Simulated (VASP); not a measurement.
# GdO (F-43m) in VASP: a series of runs

The runs below take GdO through single point, with PBE+U.

Program: VASP 6.6.1. These are calculated values, not measurements. Logs are shortened: lines on timing, memory, paths and dates and some standing lists are left out, and cuts for length are marked.

## (1) The cell of the first run

The structure is cubic, space group F-43m (No. 216). Conventional cell: a = 5.397 Å, b = 5.397 Å, c = 5.397 Å, α = 90.00°, β = 90.00°, γ = 90.00°. Within 3.1 Å of Gd (site symmetry -43m) lie 4 O at 2.34 Å. O (site symmetry -43m) has 4 Gd at 2.34 Å within 3.1 Å.

## (2) Single point, PBE+U, collinear spin, ferromagnetic start

INCAR reads:

```
SYSTEM = GdO
PREC = Accurate ; ENCUT = 520
EDIFF = 1E-7 ; ISMEAR = 0
SIGMA = 0.05 ; LREAL = .FALSE.
LASPH = .TRUE. ; NELM = 150
ALGO = Normal ; ISIF = 2
LWAVE = .FALSE. ; LCHARG = .TRUE.
ISPIN = 2 ; MAGMOM = 7.72 0
LORBIT = 11 ; LMAXMIX = 6
LDAU = .TRUE. ; LDAUTYPE = 2
LDAUL = 3 -1 ; LDAUU = 6 0
LDAUJ = 0 0 ; LDAUPRINT = 1
GGA = PE ; LELF = .TRUE.
LVHAR = .TRUE. ; NBANDS = 23
```

KPOINTS reads:

```
regular mesh
0
G
  6 6 6
  0 0 0
```

POSCAR reads:

```
GdO
1.0
    0.0000000000      2.6984308834      2.6984308834
    2.6984308834      0.0000000000      2.6984308834
    2.6984308834      2.6984308834      0.0000000000
Gd O
1 1
Direct
    0.0000000000      0.0000000000      0.0000000000
    0.2500000000      0.2500000000      0.2500000000
```

Potentials or basis: VASP PAW PBE potentials, release 64 (Gd, O).

The run is started by

```bash
$ cat potpaw_PBE.64/Gd/POTCAR potpaw_PBE.64/O/POTCAR > POTCAR
$ mpirun -np 1 vasp_std > vasp.out
```

OUTCAR:

```text
SYSTEM = GdO
   PREC = Accurate
   ENCUT = 520
   EDIFF = 1E-7
   ISMEAR = 0
   LREAL = .FALSE.
   LASPH = .TRUE.
   NELM = 150
   ISIF = 2
   ISPIN = 2
   LORBIT = 11
   GGA = PE

 ion  position               nearest neighbor table
   1  0.000  0.000  0.000-   2 2.34   2 2.34   2 2.34   2 2.34
   2  0.250  0.250  0.250-   1 2.34   1 2.34   1 2.34   1 2.34

  LATTYP: Found a face centered cubic cell.
 ALAT       =     5.3968617668

  Lattice vectors:

 A1 = (   0.0000000000,   2.6984308834,   2.6984308834)
 A2 = (   2.6984308834,   0.0000000000,   2.6984308834)
 A3 = (   2.6984308834,   2.6984308834,   0.0000000000)

Analysis of symmetry for initial positions (statically):
=====================================================================
 Subroutine PRICEL returns:
 Original cell was already a primitive cell.

 Routine SETGRP: Setting up the symmetry group for a
 face centered cubic supercell.

 Subroutine GETGRP returns: Found 24 space group operations
 (whereof 24 operations were pure point group operations)
 out of a pool of 48 trial point group operations.

The static configuration has the point symmetry T_d .

Analysis of symmetry for dynamics (positions and initial velocities):
=====================================================================
 Subroutine PRICEL returns:
 Original cell was already a primitive cell.

 Routine SETGRP: Setting up the symmetry group for a
 face centered cubic supercell.

 Subroutine GETGRP returns: Found 24 space group operations
 (whereof 24 operations were pure point group operations)
 out of a pool of 48 trial point group operations.

The dynamic configuration has the point symmetry T_d .

Analysis of structural, dynamic, and magnetic symmetry:
=====================================================================
 Subroutine PRICEL returns:
 Original cell was already a primitive cell.

 Routine SETGRP: Setting up the symmetry group for a
 face centered cubic supercell.

 Subroutine GETGRP returns: Found 24 space group operations
 (whereof 24 operations were pure point group operations)
 out of a pool of 48 trial point group operations.

The overall configuration has the point symmetry T_d .

 Subroutine INISYM returns: Found 24 space group operations
 (whereof 24 operations are pure point group operations),
 and found     1 'primitive' translations

----------------------------------------------------------------------------------------

                                     Primitive cell

  volume of cell :      39.2974

  direct lattice vectors                    reciprocal lattice vectors
     0.000000000  2.698430883  2.698430883    -0.185292869  0.185292869  0.185292869
     2.698430883  0.000000000  2.698430883     0.185292869 -0.185292869  0.185292869
     2.698430883  2.698430883  0.000000000     0.185292869  0.185292869 -0.185292869

  length of vectors
     3.816157552  3.816157552  3.816157552     0.320936663  0.320936663  0.320936663

  position of ions in fractional coordinates (direct lattice)
     0.000000000  0.000000000  0.000000000
     0.250000000  0.250000000  0.250000000

  ion indices of the primitive-cell ions
   primitive index   ion index
                 1           1
                 2           2

----------------------------------------------------------------------------------------

 KPOINTS: regular mesh

Automatic generation of k-mesh.
 Grid dimensions read from file:
 generate k-points for:    6    6    6

 Generating k-lattice:

  Cartesian coordinates                     Fractional coordinates (reciprocal lattice)
    -0.030882145  0.030882145  0.030882145     0.166666667  0.000000000  0.000000000
[... 62 lines left out ...]
   NUPDOWN=      -1.0000    fix difference up-down
   EMIN   =  10.00;   EMAX   =-10.00  energy-range for DOS
   EFERMI =   0.00;   METHOD = LEGACY
   ISMEAR =     0;   SIGMA  =   0.05  broadening in eV -4-tet -1-fermi 0-gaus
   EFERMI_NEDOS =   21; number of points for ismear=-14 and -15
   IALGO  =     38    algorithm
   IMIX   =      4    mixing-type and parameters
     AMIX     =   0.40;   BMIX     =  1.00
     AMIX_MAG =   1.60;   BMIX_MAG =  1.00
  volume/ion in A,a.u.               =      19.65       132.60
  Fermi-wavevector in a.u.,A,eV,Ry     =   1.388963  2.624759 26.248600  1.929218
  Thomas-Fermi vector in A             =   2.513039
   LORBIT       =     11    0 simple, 1 ext, 2 COOP (PROOUT), +10 PAW based schemes
 LDA+U is selected, type is set to LDAUTYPE =  2
   angular momentum for each species LDAUL =     3   -1
   U (eV)           for each species LDAUU =   6.0  0.0
   J (eV)           for each species LDAUJ =   0.0  0.0
   GGA     = PE    functional components
   LHFCALC =     F    Hartree Fock is set to
   AEXX    =    0.0000 exact exchange contribution
   IVDW    =     0    specifies the selected vdW correction
   LEPSILON=     F    determine dielectric tensor
   LRPA    =     F    only Hartree local field effects (RPA)
[... 40 lines left out ...]
  o =  0.9918  v =  0.0002  0.0000  0.0002 -0.9999  0.0066  0.0000 -0.0085  0.0000  0.0000  0.0000  0.0000  0.0000  0.0000  0.0000      0.0000  0.0000  0.0000  0.0000  0.0000  0.0000  0.0000  0.0000  0.0000  0.0000  0.0000  0.0000  0.0000  0.0000
  o =  0.9918  v =  0.7906  0.0000  0.6124  0.0003 -0.0001 -0.0000  0.0001  0.0000  0.0000  0.0000  0.0000  0.0000  0.0000  0.0000      0.0000  0.0000  0.0000  0.0000  0.0000  0.0000  0.0000  0.0000  0.0000  0.0000  0.0000  0.0000  0.0000  0.0000
  o =  0.9918  v = -0.0001 -0.0000 -0.0001 -0.0108 -0.6123 -0.0000  0.7905  0.0000  0.0000  0.0000  0.0000  0.0000  0.0000  0.0000      0.0000  0.0000  0.0000  0.0000  0.0000  0.0000  0.0000  0.0000  0.0000  0.0000  0.0000  0.0000  0.0000  0.0000
  o =  0.9921  v =  0.0000  0.0000  0.0000  0.0000 -0.0172  0.9998 -0.0133  0.0000  0.0000  0.0000  0.0000  0.0000  0.0000  0.0000      0.0000  0.0000  0.0000  0.0000  0.0000  0.0000  0.0000  0.0000  0.0000  0.0000  0.0000  0.0000  0.0000  0.0000
  o =  0.9921  v = -0.6124  0.0000  0.7906 -0.0000  0.0000 -0.0000  0.0000  0.0000  0.0000  0.0000  0.0000  0.0000  0.0000  0.0000      0.0000  0.0000  0.0000  0.0000  0.0000  0.0000  0.0000  0.0000  0.0000  0.0000  0.0000  0.0000  0.0000  0.0000
  o =  0.9921  v =  0.0000 -0.0000 -0.0000  0.0000  0.7904  0.0217  0.6122  0.0000  0.0000  0.0000  0.0000  0.0000  0.0000  0.0000      0.0000  0.0000  0.0000  0.0000  0.0000  0.0000  0.0000  0.0000  0.0000  0.0000  0.0000  0.0000  0.0000  0.0000
  o =  0.9985  v =  0.0000 -1.0000  0.0000 -0.0000 -0.0000  0.0000 -0.0000  0.0000  0.0000  0.0000  0.0000  0.0000  0.0000  0.0000      0.0000  0.0000  0.0000  0.0000  0.0000  0.0000  0.0000  0.0000  0.0000  0.0000  0.0000  0.0000  0.0000  0.0000

 number of electron      23.9999990 magnetization       7.9166337

 Free energy of the ion-electron system (eV)
  ---------------------------------------------------
  ext. energy  EPLUGINS =         0.00000000
  ---------------------------------------------------
  free energy    TOTEN  =       -21.68956346 eV

  energy without entropy =      -21.68810680  energy(sigma->0) =      -21.68883513

 E-fermi :   4.0373     XC(G=0): -10.0956

 val. band max:        3.9977612914   @ k =   0.3333   0.1667   0.0000
 cond. band min:       4.1317530542   @ k =   0.5000   0.0000   0.0000
 fundamental gap:      0.1339917629
 Fermi energy:         4.0373377739

 spin component 1

 k-point     1 :       0.0000    0.0000    0.0000
  band No.  band energies     occupation
      1     -41.8386      1.00000
      2     -19.0233      1.00000
      3     -19.0233      1.00000
      4     -19.0233      1.00000
      5     -15.3323      1.00000
      6      -4.4074      1.00000
[... 405 lines left out ...]
     22      11.9773      0.00000
     23      13.6852      0.00000
 Fermi energy:         4.0373377739

 spin component 2

 k-point     1 :       0.0000    0.0000    0.0000
  band No.  band energies     occupation
      1     -38.5828      1.00000
      2     -16.6211      1.00000
      3     -16.6211      1.00000
      4     -16.6211      1.00000
      5     -15.2108      1.00000
      6      -1.3757      1.00000
[... 405 lines left out ...]
     22      13.4927      0.00000
     23      14.9704      0.00000

------------------------ aborting loop because EDIFF is reached ----------------------------------------

  FORCE on cell =-STRESS in cart. coord.  units (eV):
  Direction    XX          YY          ZZ          XY          YZ          ZX
  --------------------------------------------------------------------------------------
  -------------------------------------------------------------------------------------
  Total        0.0249875      0.0249875      0.0249875      0.0000000      0.0000000      0.0000000
  in kB        1.0187541      1.0187541      1.0187541      0.0000000      0.0000000      0.0000000
  external PRESSURE =       1.0187541 kB  Pullay stress =       0.0000000 kB

 VOLUME and BASIS-vectors are now :
 -----------------------------------------------------------------------------
  energy-cutoff  :      520.00
  volume of cell :       39.30
      direct lattice vectors                 reciprocal lattice vectors
     0.000000000  2.698430883  2.698430883    -0.185292869  0.185292869  0.185292869
     2.698430883  0.000000000  2.698430883     0.185292869 -0.185292869  0.185292869
     2.698430883  2.698430883  0.000000000     0.185292869  0.185292869 -0.185292869

 POSITION                                       TOTAL-FORCE (eV/Angst)
 -----------------------------------------------------------------------------------
      0.00000      0.00000      0.00000         0.000000      0.000000      0.000000
      1.34922      1.34922      1.34922        -0.000000     -0.000000     -0.000000
 -----------------------------------------------------------------------------------
    total drift:                                0.000000      0.000000      0.000000

  FREE ENERGIE OF THE ION-ELECTRON SYSTEM (eV)
  ---------------------------------------------------
  free  energy   TOTEN  =       -21.6895634645 eV

  energy  without entropy=      -21.6881067988  energy(sigma->0) =      -21.68883513

 total charge

# of ion       s       p       d       f       tot
--------------------------------------------------
    1        2.035   5.642   0.510   6.974  15.161
    2        1.568   3.436   0.000   0.000   5.004
--------------------------------------------------
tot          3.603   9.079   0.510   6.974  20.166

 magnetization (x)

# of ion       s       p       d       f       tot
--------------------------------------------------
    1        0.005  -0.057   0.203   6.914   7.065
    2        0.004   0.001   0.000   0.000   0.006
--------------------------------------------------
tot          0.009  -0.056   0.203   6.914   7.071
```

Wall time 25 s (1 thread of AMD EPYC 9R45 (Zen 5), shared host); peak memory 0.16 GiB.

Results:

* Free energy: -21.6896 eV
* Pressure: 0.1 GPa
* Net moment: 7.92 μB per cell
* Site moments: Gd +7.07; O +0.01 μB
* Valence electrons inside the program's atomic spheres: Gd 15.16; O 5.00

Eigenvalues of the final occupation matrices:
```csv
site,spin,trace,eigenvalues
site 1 f,1,6.95,0.99 0.99 0.99 0.99 0.99 0.99 1.00
site 1 f,2,0.03,0.00 0.00 0.00 0.00 0.00 0.00 0.01
```

Caveat: spin-orbit coupling is left out, which moves the levels of the heavy elements; a cell with one magnetic atom can't hold antiferromagnetic order, which such compounds often take.

## (3) Single point, PBE+U, collinear spin, ferromagnetic start

INCAR reads:

```
PREC = Accurate
ENCUT = 520
EDIFF = 1E-7
ISMEAR = 0
SIGMA = 0.05
LREAL = False
LASPH = True
NELM = 150
ALGO = Normal
ISIF = 2
LWAVE = False
LCHARG = False
ISPIN = 2
MAGMOM = 7.72 0
LORBIT = 11
LMAXMIX = 6
LDAU = True
LDAUTYPE = 2
LDAUL = 3 -1
LDAUU = 6 0
LDAUJ = 0 0
LDAUPRINT = 1
GGA = PE
NBANDS = 23
```

KPOINTS reads:

```
Automatic mesh
0
Gamma
  6 6 6
```

POSCAR is that of step 2.

Potentials or basis: VASP PAW PBE potentials, release 64 (Gd, O).

The run is started by

```bash
$ cat potpaw_PBE.64/Gd/POTCAR potpaw_PBE.64/O/POTCAR > POTCAR
$ mpirun -np 1 vasp_std > vasp.out
```

Run time: 26 s. Hardware: 1 thread of AMD EPYC 9R45 (Zen 5), shared host; peak memory 0.16 GiB.

The run converged. Its results:

```yaml
Free_energy: -21.6896 eV
Pressure: 0.1 GPa
Net_moment: 7.92 μB per cell
Site_moments: Gd +7.07; O +0.01 μB
Valence_electrons_inside_the_program's_atomic_spheres: Gd 15.16; O 5.00
```

Levels at points of the mesh, in eV from the Fermi level:
Spin up:
```
           k point  band 12  band 13  band 14  band 15  band 16  band 17  band 18  band 19  band 20  band 21
(0.00, 0.00, 0.00)    -8.31    -5.55    -5.55    -5.55    -2.37     2.51     2.51     4.41     4.41     4.41
(0.50, 0.00, 0.00)    -8.31    -5.34    -5.15    -5.15     0.09     2.38     2.38     2.93     4.50     4.50
(0.50, 0.50, 0.00)    -8.32    -6.13    -4.42    -4.42    -0.97     1.00     4.06     4.51     4.51     7.18
```
Spin down:
| k point | band 5 | band 6 | band 7 | band 8 | band 9 | band 10 | band 11 | band 12 |
| --- | --- | --- | --- | --- | --- | --- | --- | --- |
| (0.00, 0.00, 0.00) | -19.25 | -5.41 | -5.41 | -5.41 | -1.01 | 2.77 | 2.77 | 2.77 |
| (0.50, 0.00, 0.00) | -18.06 | -5.02 | -5.02 | -4.99 | 1.46 | 2.44 | 2.67 | 2.67 |
| (0.50, 0.50, 0.00) | -17.73 | -5.95 | -4.31 | -4.31 | 1.00 | 1.47 | 2.83 | 2.90 |

Eigenvalues of the final occupation matrices:
| site | spin | trace | eigenvalues |
| --- | --- | --- | --- |
| site 1 f | 1 | 6.95 | 0.99 0.99 0.99 0.99 0.99 0.99 1.00 |
| site 1 f | 2 | 0.03 | 0.00 0.00 0.00 0.00 0.00 0.00 0.01 |

Caveat: spin-orbit coupling is left out, which moves the levels of the heavy elements; a cell with one magnetic atom can't hold antiferromagnetic order, which such compounds often take. The state reached can hang on the start; a lower one may exist.

## (4) Single point, PBE+U, collinear spin, ferromagnetic start (18.57 Å³/atom)

This run uses another cell than the first one, of 18.57 Å³/atom.

INCAR: that of step 3 with these lines changed.

```diff
@@ -13,3 +13,3 @@
 ISPIN = 2
-MAGMOM = 7.72 0
+MAGMOM = 7.7 0.02
 LORBIT = 11
```

KPOINTS reads:

```
regular mesh
0
Gamma
  10 10 10
```

POSCAR reads:

```
GdO
1.0
    0.0000000000      2.6480239059      2.6480239059
    2.6480239059      0.0000000000      2.6480239059
    2.6480239059      2.6480239059      0.0000000000
Gd O
1 1
Direct
    0.0000000000      0.0000000000      0.0000000000
    0.2500000000      0.2500000000      0.2500000000
```

The run is started by

```bash
$ cat potpaw_PBE.64/Gd/POTCAR potpaw_PBE.64/O/POTCAR > POTCAR
$ mpirun -np 1 vasp_std > vasp.out
```

It took 59 s on 1 thread of AMD EPYC 9R45 (Zen 5), shared host; peak memory 0.19 GiB.

It converged, with:

* Free energy: -21.6494 eV
* Pressure: 6.5 GPa
* Net moment: 7.94 μB per cell
* Site moments: Gd +7.08; O +0.01 μB
* Valence electrons inside the program's atomic spheres: Gd 15.21; O 5.03

Levels at points of the mesh, in eV from the Fermi level:
Spin up:
```csv
k point,band 13,band 14,band 15,band 16,band 17,band 18,band 19,band 20
"(0.00, 0.00, 0.00)",-5.91,-5.91,-5.91,-2.46,2.52,2.52,4.56,4.56
"(0.50, 0.00, 0.00)",-5.59,-5.47,-5.47,0.01,2.39,2.39,2.96,4.68
"(0.50, 0.50, 0.00)",-6.50,-4.65,-4.65,-1.10,0.91,4.21,4.69,4.69
```
Spin down:
```csv
k point,band 4,band 5,band 6,band 7,band 8,band 9,band 10,band 11,band 12,band 13
"(0.00, 0.00, 0.00)",-20.61,-19.60,-5.80,-5.80,-5.80,-1.06,2.81,2.81,2.81,3.15
"(0.50, 0.00, 0.00)",-20.73,-18.14,-5.35,-5.35,-5.22,1.41,2.44,2.68,2.68,3.06
"(0.50, 0.50, 0.00)",-20.91,-17.75,-6.34,-4.54,-4.54,0.93,1.38,2.88,2.96,2.96
```

Eigenvalues of the final occupation matrices:
```
    site  spin  trace                         eigenvalues
site 1 f     1   6.95  0.99 0.99 0.99 0.99 0.99 0.99 1.00
site 1 f     2   0.03  0.00 0.00 0.00 0.00 0.00 0.00 0.01
```

Caveat: the cell stands under pressure; spin-orbit coupling is left out, which moves the levels of the heavy elements; a cell with one magnetic atom can't hold antiferromagnetic order, which such compounds often take. The state reached can hang on the start; a lower one may exist.

## (5) Single point, PBE+U, collinear spin, ferromagnetic start (18.86 Å³/atom)

This run uses another cell than the first one, of 18.86 Å³/atom.

INCAR reads:

```
ALGO     = Normal         # electronic algorithm
EDIFF    = 1E-6           # SCF threshold, eV
ENCUT    = 520            # plane-wave cutoff, eV
GGA      = PE             # functional
ISIF     = 2              # what is computed and relaxed
ISMEAR   = 0              # smearing method
ISPIN    = 2              # spin polarisation
LASPH    = True           # aspherical terms in the spheres
LCHARG   = True           # write CHGCAR
LDAU     = True           # DFT+U
LDAUJ    = 0 0          
LDAUL    = 3 -1           # shell
LDAUPRINT= 1            
LDAUTYPE = 2            
LDAUU    = 6 0            # U, eV
LELF     = True           # ELF
LMAXMIX  = 6              # l up to which the mixer works
LORBIT   = 11             # projections on sites
LREAL    = False          # projectors in reciprocal space
LVHAR    = True         
LWAVE    = False          # write WAVECAR
MAGMOM   = 7.7 0.02       # initial moments
NBANDS   = 23             # bands
NELM     = 150            # most SCF steps
PREC     = Accurate       # precision mode
SIGMA    = 0.05           # smearing width, eV
```

KPOINTS reads:

```
k-points
0
Gamma
  10 10 10
```

POSCAR reads:

```
GdO
1.0
    0.0000000000      2.6619611306      2.6619611306
    2.6619611306      0.0000000000      2.6619611306
    2.6619611306      2.6619611306      0.0000000000
Gd O
1 1
Direct
    0.0000000000      0.0000000000      0.0000000000
    0.2500000000      0.2500000000      0.2500000000
```

The run is started by

```bash
$ cat potpaw_PBE.64/Gd/POTCAR potpaw_PBE.64/O/POTCAR > POTCAR
$ mpirun -np 1 vasp_std > vasp.out
```

It took 57 s on 1 thread of AMD EPYC 9R45 (Zen 5), shared host; peak memory 0.2 GiB.

The run converged. Its results:

```yaml
Free_energy: -21.6701 eV
Pressure: 4.5 GPa
Net_moment: 7.94 μB per cell
Site_moments: Gd +7.08; O +0.01 μB
Valence_electrons_inside_the_program's_atomic_spheres: Gd 15.20; O 5.02
```

Levels at points of the mesh, in eV from the Fermi level:
Spin up:
```csv
k point,band 14,band 15,band 16,band 17,band 18,band 19
"(0.00, 0.00, 0.00)",-5.83,-5.83,-2.46,2.50,2.50,4.50
"(0.50, 0.00, 0.00)",-5.40,-5.40,0.01,2.37,2.37,2.94
"(0.50, 0.50, 0.00)",-4.60,-4.60,-1.08,0.92,4.15,4.63
```
Spin down:
```
           k point  band 6  band 7  band 8  band 9  band 10  band 11
(0.00, 0.00, 0.00)   -5.70   -5.70   -5.70   -1.06     2.79     2.79
(0.50, 0.00, 0.00)   -5.27   -5.27   -5.17    1.41     2.43     2.66
(0.50, 0.50, 0.00)   -6.25   -4.49   -4.49    0.93     1.39     2.86
```

Eigenvalues of the final occupation matrices:
```tsv
site	spin	trace	eigenvalues
site 1 f	1	6.95	0.99 0.99 0.99 0.99 0.99 0.99 1.00
site 1 f	2	0.03	0.00 0.00 0.00 0.00 0.00 0.00 0.01
```

Caveat: the cell stands under pressure; spin-orbit coupling is left out, which moves the levels of the heavy elements; a cell with one magnetic atom can't hold antiferromagnetic order, which such compounds often take. The state reached can hang on the start; a lower one may exist.

## (6) Summary

```csv
cell,k mesh,gap on the mesh (eV),pressure (GPa),moment (μB)
"a = 3.816 Å, angles 60.0°, 2 atoms",6 × 6 × 6,none,0.1,7.92
"a = 3.745 Å, angles 60.0°, 2 atoms",10 × 10 × 10,none,6.5,7.94
"a = 3.765 Å, angles 60.0°, 2 atoms",10 × 10 × 10,none,4.5,7.94
```

Alike in all rows: task single point; level PBE+U; potentials or basis VASP PAW PBE potentials, release 64 (Gd, O); spin collinear, ferromagnetic start; Gd f U = 6.0 eV; cutoff (eV) 520; smearing gaussian 0.05 eV.

Caveats: spin-orbit coupling is left out, which moves the levels of the heavy elements; a cell with one magnetic atom can't hold antiferromagnetic order, which such compounds often take; the cell stands under pressure (at least some runs).

Total energies depend on the potentials used, so only differences within one code and one set of settings carry meaning.

The gap in the log of VASP goes by the Fermi energy; the results here count the filled bands.